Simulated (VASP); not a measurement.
# CaSe (Fm-3m) in VASP: a series of runs

CaSe is run at these levels: PBE, LDA, PBEsol; tasks: single point.

All numbers are computed with VASP 6.6.1; they aren't measurements. Logs are shortened: lines on timing, memory, paths and dates and some standing lists are left out, and cuts for length are marked.

## Step 1: The cell of the first run

Symmetry: Fm-3m, No. 225, cubic system. The conventional cell has a = 5.935 Å, b = 5.935 Å, c = 5.935 Å, α = 90.00°, β = 90.00°, γ = 90.00°. Within 3.9 Å of Ca (site symmetry m-3m) lie 6 Se at 2.97 Å. Within 3.9 Å of Se (site symmetry m-3m) lie 6 Ca at 2.97 Å.

## Step 2: Single point, PBE

The input, INCAR:

```
SYSTEM = CaSe
ALGO     = Normal         ! electronic algorithm
EDIFF    = 1E-6           ! SCF threshold, eV
ENCUT    = 520            ! plane-wave cutoff, eV
GGA      = PE             ! functional
ISIF     = 2              ! what is computed and relaxed
ISMEAR   = 0              ! smearing method
LASPH    = .True.         ! aspherical terms in the spheres
LCHARG   = .True.         ! write CHGCAR
LELF     = .True.         ! ELF
LREAL    = .False.        ! projectors in reciprocal space
LVHAR    = .True.       
LWAVE    = .False.        ! write WAVECAR
NBANDS   = 15             ! bands
NELM     = 80             ! most SCF steps
PREC     = Accurate       ! precision mode
SIGMA    = 0.01           ! smearing width, eV
```

The input, KPOINTS:

```
k-points
0
Gamma
  4 4 4
  0 0 0
```

The input, POSCAR:

```
CaSe
1.0
    0.0000000000      2.9675264115      2.9675264115
    2.9675264115      0.0000000000      2.9675264115
    2.9675264115      2.9675264115      0.0000000000
Ca Se
1 1
Direct
    0.0000000000      0.0000000000      0.0000000000
    0.5000000000      0.5000000000      0.5000000000
```

Potentials or basis: VASP PAW PBE potentials, release 64 (Ca_sv, Se).

On the command line:

```sh
$ cat potpaw_PBE.64/Ca_sv/POTCAR potpaw_PBE.64/Se/POTCAR > POTCAR
$ mpirun -np 1 vasp_std > vasp.out
```

OUTCAR:

```text
SYSTEM = CaSe
   EDIFF = 1E-6
   ENCUT = 520
   GGA = PE
   ISIF = 2
   ISMEAR = 0
   LASPH = .True.
   LREAL = .False.
   NELM = 80
   PREC = Accurate

 ion  position               nearest neighbor table
   1  0.000  0.000  0.000-   2 2.97   2 2.97   2 2.97   2 2.97   2 2.97   2 2.97
   2  0.500  0.500  0.500-   1 2.97   1 2.97   1 2.97   1 2.97   1 2.97   1 2.97

  LATTYP: Found a face centered cubic cell.
 ALAT       =     5.9350528230

  Lattice vectors:

 A1 = (   0.0000000000,   2.9675264115,   2.9675264115)
 A2 = (   2.9675264115,   0.0000000000,   2.9675264115)
 A3 = (   2.9675264115,   2.9675264115,   0.0000000000)

Analysis of symmetry for initial positions (statically):
=====================================================================
 Subroutine PRICEL returns:
 Original cell was already a primitive cell.

 Routine SETGRP: Setting up the symmetry group for a
 face centered cubic supercell.

 Subroutine GETGRP returns: Found 48 space group operations
 (whereof 48 operations were pure point group operations)
 out of a pool of 48 trial point group operations.

The static configuration has the point symmetry O_h .

Analysis of symmetry for dynamics (positions and initial velocities):
=====================================================================
 Subroutine PRICEL returns:
 Original cell was already a primitive cell.

 Routine SETGRP: Setting up the symmetry group for a
 face centered cubic supercell.

 Subroutine GETGRP returns: Found 48 space group operations
 (whereof 48 operations were pure point group operations)
 out of a pool of 48 trial point group operations.

The dynamic configuration has the point symmetry O_h .

 Subroutine INISYM returns: Found 48 space group operations
 (whereof 48 operations are pure point group operations),
 and found     1 'primitive' translations

----------------------------------------------------------------------------------------

                                     Primitive cell

  volume of cell :      52.2653

  direct lattice vectors                    reciprocal lattice vectors
     0.000000000  2.967526412  2.967526412    -0.168490497  0.168490497  0.168490497
     2.967526412  0.000000000  2.967526412     0.168490497 -0.168490497  0.168490497
     2.967526412  2.967526412  0.000000000     0.168490497  0.168490497 -0.168490497

  length of vectors
     4.196716098  4.196716098  4.196716098     0.291834101  0.291834101  0.291834101

  position of ions in fractional coordinates (direct lattice)
[... 72 lines left out ...]
   PSTRESS=    0.0 pullay stress
   NELECT =      16.0000    total number of electrons
   NUPDOWN=      -1.0000    fix difference up-down
   EMIN   =  10.00;   EMAX   =-10.00  energy-range for DOS
   EFERMI =   0.00;   METHOD = LEGACY
   ISMEAR =     0;   SIGMA  =   0.01  broadening in eV -4-tet -1-fermi 0-gaus
   EFERMI_NEDOS =   21; number of points for ismear=-14 and -15
   IALGO  =     38    algorithm
   IMIX   =      4    mixing-type and parameters
     AMIX     =   0.40;   BMIX     =  1.00
     AMIX_MAG =   1.60;   BMIX_MAG =  1.00
  volume/ion in A,a.u.               =      26.13       176.35
  Fermi-wavevector in a.u.,A,eV,Ry     =   1.103342  2.085014 16.563243  1.217364
  Thomas-Fermi vector in A             =   2.239799
   LORBIT       =      0    0 simple, 1 ext, 2 COOP (PROOUT), +10 PAW based schemes
   GGA     = PE    functional components
   LHFCALC =     F    Hartree Fock is set to
   AEXX    =    0.0000 exact exchange contribution
   IVDW    =     0    specifies the selected vdW correction
   LEPSILON=     F    determine dielectric tensor
   LRPA    =     F    only Hartree local field effects (RPA)
 non-spin polarized calculation
 Gauss-broadening in eV      SIGMA  =   0.01
  energy-cutoff  :      520.00
  volume of cell :       52.27
 maximum number of plane-waves:      1424
   NGX = 15   NGY = 15   NGZ = 15

 number of electron      15.9999997 magnetization

 Free energy of the ion-electron system (eV)
  ---------------------------------------------------
  ext. energy  EPLUGINS =         0.00000000
  ---------------------------------------------------
  free energy    TOTEN  =        -9.46813910 eV

  energy without entropy =       -9.46813910  energy(sigma->0) =       -9.46813910

 E-fermi :   2.5585     XC(G=0):  -9.1089

 val. band max:        2.3895263872   @ k =   0.0000   0.0000   0.0000
 cond. band min:       4.4272040157   @ k =   0.5000   0.5000   0.0000
 fundamental gap:      2.0376776285
 Fermi energy:         2.5585093167

 k-point     1 :       0.0000    0.0000    0.0000
  band No.  band energies     occupation
      1     -37.4064      2.00000
      2     -18.3984      2.00000
      3     -18.3984      2.00000
      4     -18.3984      2.00000
      5      -9.3726      2.00000
      6       2.3895      2.00000
      7       2.3895      2.00000
      8       2.3895      2.00000
      9       5.6732      0.00000
     10       6.0871      0.00000
     11       6.0871      0.00000
     12       6.0871      0.00000
     13       6.6451      0.00000
     14       6.6451      0.00000
[... 113 lines left out ...]
      2     -18.4536      2.00000
      3     -18.4536      2.00000
      4     -18.4362      2.00000
      5      -8.7175      2.00000
      6       0.4279      2.00000
      7       0.4279      2.00000
      8       0.7334      2.00000
      9       6.7722      0.00000
     10       6.7722      0.00000
     11       7.5936      0.00000
     12       8.0762      0.00000
     13       8.3895      0.00000
     14      10.9227      0.00000
     15      11.3206      0.00000

------------------------ aborting loop because EDIFF is reached ----------------------------------------

  FORCE on cell =-STRESS in cart. coord.  units (eV):
  Direction    XX          YY          ZZ          XY          YZ          ZX
  --------------------------------------------------------------------------------------
  -------------------------------------------------------------------------------------
  Total        0.2791595      0.2791595      0.2791595      0.0000000      0.0000000      0.0000000
  in kB        8.5575470      8.5575470      8.5575470      0.0000000      0.0000000      0.0000000
  external PRESSURE =       8.5575470 kB  Pullay stress =       0.0000000 kB

 VOLUME and BASIS-vectors are now :
 -----------------------------------------------------------------------------
  energy-cutoff  :      520.00
  volume of cell :       52.27
      direct lattice vectors                 reciprocal lattice vectors
     0.000000000  2.967526412  2.967526412    -0.168490497  0.168490497  0.168490497
     2.967526412  0.000000000  2.967526412     0.168490497 -0.168490497  0.168490497
     2.967526412  2.967526412  0.000000000     0.168490497  0.168490497 -0.168490497

 POSITION                                       TOTAL-FORCE (eV/Angst)
 -----------------------------------------------------------------------------------
      0.00000      0.00000      0.00000         0.000000      0.000000      0.000000
      2.96753      2.96753      2.96753         0.000000      0.000000     -0.000000
 -----------------------------------------------------------------------------------
    total drift:                                0.000000     -0.000000     -0.000000

  FREE ENERGIE OF THE ION-ELECTRON SYSTEM (eV)
  ---------------------------------------------------
  free  energy   TOTEN  =        -9.4681391006 eV

  energy  without entropy=       -9.4681391006  energy(sigma->0) =       -9.46813910
```

It took 17 s on 1 thread of AMD EPYC 7R13, shared host; peak memory 0.14 GiB.

Results:

```yaml
Free_energy: -9.4681 eV
Pressure: 0.9 GPa
Band_gap_on_the_k_mesh: 2.04 eV (least direct gap 2.96 eV)
```

Caveat: the k points lie up to 0.46 Å⁻¹ apart.

## Step 3: Single point, PBE

The input, INCAR:

```
  PREC = Accurate
  ENCUT = 520
  EDIFF = 1E-6
  ISMEAR = 0
  SIGMA = 0.01
  LREAL = False
  LASPH = True
  NELM = 100
  ALGO = Normal
  ISIF = 2
  LWAVE = False
  LCHARG = False
  GGA = PE
  NBANDS = 15
```

The input, KPOINTS:

```
regular mesh
0
Gamma
  4 4 4
```

POSCAR is that of step 2.

Potentials or basis: VASP PAW PBE potentials, release 64 (Ca_sv, Se).

On the command line:

```sh
$ cat potpaw_PBE.64/Ca_sv/POTCAR potpaw_PBE.64/Se/POTCAR > POTCAR
$ mpirun -np 1 vasp_std > vasp.out
```

OUTCAR:

```text
PREC = Accurate
   ENCUT = 520
   EDIFF = 1E-6
   ISMEAR = 0
   LREAL = False
   LASPH = True
   NELM = 100
   ISIF = 2
   GGA = PE

 ion  position               nearest neighbor table
   1  0.000  0.000  0.000-   2 2.97   2 2.97   2 2.97   2 2.97   2 2.97   2 2.97
   2  0.500  0.500  0.500-   1 2.97   1 2.97   1 2.97   1 2.97   1 2.97   1 2.97

  LATTYP: Found a face centered cubic cell.
 ALAT       =     5.9350528230

  Lattice vectors:

 A1 = (   0.0000000000,   2.9675264115,   2.9675264115)
[... 311 lines left out ...]
------------------------ aborting loop because EDIFF is reached ----------------------------------------

  FORCE on cell =-STRESS in cart. coord.  units (eV):
  Direction    XX          YY          ZZ          XY          YZ          ZX
  --------------------------------------------------------------------------------------
  -------------------------------------------------------------------------------------
  Total        0.2791595      0.2791595      0.2791595      0.0000000      0.0000000      0.0000000
  in kB        8.5575470      8.5575470      8.5575470      0.0000000      0.0000000      0.0000000
  external PRESSURE =       8.5575470 kB  Pullay stress =       0.0000000 kB

 VOLUME and BASIS-vectors are now :
 -----------------------------------------------------------------------------
  energy-cutoff  :      520.00
  volume of cell :       52.27
      direct lattice vectors                 reciprocal lattice vectors
     0.000000000  2.967526412  2.967526412    -0.168490497  0.168490497  0.168490497
     2.967526412  0.000000000  2.967526412     0.168490497 -0.168490497  0.168490497
     2.967526412  2.967526412  0.000000000     0.168490497  0.168490497 -0.168490497

 POSITION                                       TOTAL-FORCE (eV/Angst)
 -----------------------------------------------------------------------------------
      0.00000      0.00000      0.00000         0.000000      0.000000      0.000000
      2.96753      2.96753      2.96753         0.000000      0.000000     -0.000000
 -----------------------------------------------------------------------------------
    total drift:                                0.000000     -0.000000     -0.000000

  FREE ENERGIE OF THE ION-ELECTRON SYSTEM (eV)
  ---------------------------------------------------
  free  energy   TOTEN  =        -9.4681391006 eV

  energy  without entropy=       -9.4681391006  energy(sigma->0) =       -9.46813910
```

It took 16 s on 1 thread of AMD EPYC 7R13, shared host; peak memory 0.14 GiB.

Results:

```
Free energy            : -9.4681 eV
Pressure               : 0.9 GPa
Band gap on the k mesh : 2.04 eV (least direct gap 2.96 eV)
```

Levels at points of the mesh, in eV from the valence-band top:
```tsv
k point	band 5	band 6	band 7	band 8	band 9	band 10	band 11	band 12
(0.00, 0.00, 0.00)	-11.76	0.00	0.00	0.00	3.28	3.70	3.70	3.70
(0.50, 0.00, 0.00)	-11.08	-3.25	-1.18	-1.18	4.49	5.44	5.47	5.47
(0.50, 0.50, 0.00)	-11.19	-2.50	-0.93	-0.93	2.04	5.00	5.01	5.97
```

Caveat: the k points lie up to 0.46 Å⁻¹ apart. A k mesh can miss the band edges.

## Step 4: Single point, LDA

This run uses another cell than the first one, of 24.29 Å³/atom.

The input, INCAR:

```
PREC = Accurate
ENCUT = 520
EDIFF = 1E-6
ISMEAR = -1
SIGMA = 0.02
LREAL = F
LASPH = T
NELM = 80
ALGO = Normal
ISIF = 2
LWAVE = F
LCHARG = F
NBANDS = 15
```

The input, KPOINTS:

```
Automatic mesh
0
Gamma
  6 6 6
```

The input, POSCAR:

```
CaSe
1.0
    0.0000000000      2.8960130773      2.8960130773
    2.8960130773      0.0000000000      2.8960130773
    2.8960130773      2.8960130773      0.0000000000
Ca Se
1 1
Direct
    0.0000000000      0.0000000000      0.0000000000
    0.5000000000      0.5000000000      0.5000000000
```

Potentials or basis: VASP PAW LDA potentials, release 64 (Ca_sv, Se).

On the command line:

```sh
$ cat potpaw_LDA.64/Ca_sv/POTCAR potpaw_LDA.64/Se/POTCAR > POTCAR
$ mpirun -np 1 vasp_std > vasp.out
```

It took 20 s on 1 thread of AMD EPYC 7R13, shared host; peak memory 0.12 GiB.

The run converged. Its results:

- Free energy: -10.5824 eV
- Pressure: 0.3 GPa
- Band gap on the k mesh: 1.70 eV (least direct gap 2.70 eV)

Levels at points of the mesh, in eV from the valence-band top:
```
           k point  band 4  band 5  band 6  band 7  band 8  band 9  band 10  band 11  band 12  band 13
(0.00, 0.00, 0.00)  -20.40  -12.07    0.00    0.00    0.00    3.46     3.51     3.51     3.51     4.18
(0.50, 0.00, 0.00)  -20.41  -11.23   -3.59   -1.37   -1.37    4.48     5.49     5.49     5.49     7.81
(0.50, 0.50, 0.00)  -20.45  -11.41   -2.71   -1.00   -1.00    1.70     5.03     5.12     6.09     6.09
```

## Step 5: Single point, PBEsol

This run uses another cell than the first one, of 25.27 Å³/atom.

The input, INCAR:

```
ALGO     = Normal         # electronic algorithm
EDIFF    = 1E-6           # SCF threshold, eV
ENCUT    = 520            # plane-wave cutoff, eV
GGA      = PS             # functional
ISIF     = 2              # what is computed and relaxed
ISMEAR   = -1             # smearing method
LASPH    = True           # aspherical terms in the spheres
LCHARG   = False          # write CHGCAR
LREAL    = False          # projectors in reciprocal space
LWAVE    = False          # write WAVECAR
NBANDS   = 15             # bands
NELM     = 80             # most SCF steps
PREC     = Accurate       # precision mode
SIGMA    = 0.02           # smearing width, eV
```

The input, KPOINTS:

```
k-points
0
Gamma
  6 6 6
```

The input, POSCAR:

```
CaSe
1.0
    0.0000000000      2.9344372426      2.9344372426
    2.9344372426      0.0000000000      2.9344372426
    2.9344372426      2.9344372426      0.0000000000
Ca Se
1 1
Direct
    0.0000000000      0.0000000000      0.0000000000
    0.5000000000      0.5000000000      0.5000000000
```

Potentials or basis: VASP PAW PBE potentials, release 64 (Ca_sv, Se).

On the command line:

```sh
$ cat potpaw_PBE.64/Ca_sv/POTCAR potpaw_PBE.64/Se/POTCAR > POTCAR
$ mpirun -np 1 vasp_std > vasp.out
```

It took 23 s on 1 thread of AMD EPYC 7R13, shared host; peak memory 0.14 GiB.

The run converged. Its results:

- Free energy: -10.0730 eV
- Pressure: 0.2 GPa
- Band gap on the k mesh: 1.87 eV (least direct gap 2.84 eV)

Levels at points of the mesh, in eV from the valence-band top:
```tsv
k point	band 4	band 5	band 6	band 7	band 8	band 9	band 10	band 11	band 12	band 13
(0.00, 0.00, 0.00)	-20.55	-11.91	0.00	0.00	0.00	3.31	3.64	3.64	3.64	4.26
(0.50, 0.00, 0.00)	-20.56	-11.15	-3.43	-1.27	-1.27	4.42	5.51	5.54	5.54	7.68
(0.50, 0.50, 0.00)	-20.59	-11.30	-2.62	-0.97	-0.97	1.87	5.04	5.07	6.11	6.11
```

Caveat: the PAW data sets were made with another functional, which shifts forces and pressure a little.

## Step 6: Single point, PBE

This run uses another cell than the first one, of 26.44 Å³/atom.

The input, INCAR:

```
SYSTEM = CaSe
ALGO     = Normal         ! electronic algorithm
EDIFF    = 1E-6           ! SCF threshold, eV
ENCUT    = 520            ! plane-wave cutoff, eV
GGA      = PE             ! functional
ISIF     = 2              ! what is computed and relaxed
ISMEAR   = -1             ! smearing method
LASPH    = .TRUE.         ! aspherical terms in the spheres
LCHARG   = .FALSE.        ! write CHGCAR
LREAL    = .FALSE.        ! projectors in reciprocal space
LWAVE    = .FALSE.        ! write WAVECAR
NBANDS   = 15             ! bands
NELM     = 100            ! most SCF steps
PREC     = Accurate       ! precision mode
SIGMA    = 0.02           ! smearing width, eV
```

The input, KPOINTS:

```
k-points
0
G
  6 6 6
  0 0 0
```

The input, POSCAR:

```
CaSe
1.0
    0.0000000000      2.9792669638      2.9792669638
    2.9792669638      0.0000000000      2.9792669638
    2.9792669638      2.9792669638      0.0000000000
Ca Se
1 1
Direct
    0.0000000000      0.0000000000      0.0000000000
    0.5000000000      0.5000000000      0.5000000000
```

Potentials or basis: VASP PAW PBE potentials, release 64 (Ca_sv, Se).

On the command line:

```sh
$ cat potpaw_PBE.64/Ca_sv/POTCAR potpaw_PBE.64/Se/POTCAR > POTCAR
$ mpirun -np 1 vasp_std > vasp.out
```

Wall time 23 s (1 thread of AMD EPYC 7R13, shared host); peak memory 0.15 GiB.

The run converged. Its results:

```
Free energy            : -9.4850 eV
Pressure               : 0.2 GPa
Band gap on the k mesh : 2.07 eV (least direct gap 2.99 eV)
```

Levels at points of the mesh, in eV from the valence-band top:
| k point | band 4 | band 5 | band 6 | band 7 | band 8 | band 9 | band 10 | band 11 | band 12 | band 13 |
| --- | --- | --- | --- | --- | --- | --- | --- | --- | --- | --- |
| (0.00, 0.00, 0.00) | -20.81 | -11.72 | 0.00 | 0.00 | 0.00 | 3.23 | 3.71 | 3.71 | 3.71 | 4.26 |
| (0.50, 0.00, 0.00) | -20.81 | -11.07 | -3.20 | -1.15 | -1.15 | 4.48 | 5.42 | 5.45 | 5.45 | 7.39 |
| (0.50, 0.50, 0.00) | -20.84 | -11.17 | -2.46 | -0.91 | -0.91 | 2.07 | 4.95 | 5.00 | 5.93 | 5.97 |

A k mesh can miss the band edges.

## Step 7: The runs side by side

| level | potentials or basis | cell | k mesh | smearing | gap on the mesh (eV) | pressure (GPa) |
| --- | --- | --- | --- | --- | --- | --- |
| PBE | VASP PAW PBE potentials, release 64 (Ca_sv, Se) | a = 4.197 Å, angles 60.0°, 2 atoms | 4 × 4 × 4 | gaussian 0.01 eV | 2.04 | 0.9 |
| LDA | VASP PAW LDA potentials, release 64 (Ca_sv, Se) | a = 4.096 Å, angles 60.0°, 2 atoms | 6 × 6 × 6 | fermi-dirac 0.02 eV | 1.70 | 0.3 |
| PBEsol | VASP PAW PBE potentials, release 64 (Ca_sv, Se) | a = 4.150 Å, angles 60.0°, 2 atoms | 6 × 6 × 6 | fermi-dirac 0.02 eV | 1.87 | 0.2 |
| PBE | VASP PAW PBE potentials, release 64 (Ca_sv, Se) | a = 4.213 Å, angles 60.0°, 2 atoms | 6 × 6 × 6 | fermi-dirac 0.02 eV | 2.07 | 0.2 |

Alike in all rows: task single point; no spin polarisation; cutoff (eV) 520.

Caveats: some runs use coarse meshes; the PAW data sets were made with another functional, which shifts forces and pressure a little (at least some runs).

Absolute energies hang on the potentials; compare differences alone.
